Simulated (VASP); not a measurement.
Here is a VASP 6.6.1 calculation.

INCAR

```
SYSTEM = Ru
ALGO     = Normal         ! electronic algorithm
EDIFF    = 1E-7           ! SCF threshold, eV
ENCUT    = 520            ! plane-wave cutoff, eV
GGA      = CA             ! functional
ISIF     = 2              ! what is computed and relaxed
ISMEAR   = -1             ! smearing method
LASPH    = .True.         ! aspherical terms in the spheres
LCHARG   = .False.        ! write CHGCAR
LREAL    = .False.        ! projectors in reciprocal space
LWAVE    = .False.        ! write WAVECAR
NBANDS   = 13             ! bands
NELM     = 100            ! most SCF steps
PREC     = Accurate       ! precision mode
SIGMA    = 0.1            ! smearing width, eV
```

The input KPOINTS:

```
k-points
0
Gamma
  10 10 10
  0 0 0
```

File POSCAR:

```
Ru
1.0
    1.4931287922      1.4931287922      1.4931287922
   -1.4931287922      1.4931287922      1.4931287922
   -1.4931287922     -1.4931287922      1.4931287922
Ru
1
Direct
    0.0000000000      0.0000000000      0.0000000000
```

Potentials or basis: VASP PAW LDA potentials, release 64 (Ru_pv).

The run is started by

```sh
$ cat potpaw_LDA.64/Ru_pv/POTCAR > POTCAR
$ mpirun -np 1 vasp_std > vasp.out
```

Predict the band gap on the k mesh.

zero (band 7 reaches 15.21 eV, above the bottom of band 8 at 11.66 eV).

Estimate the pressure.

6.0 GPa.
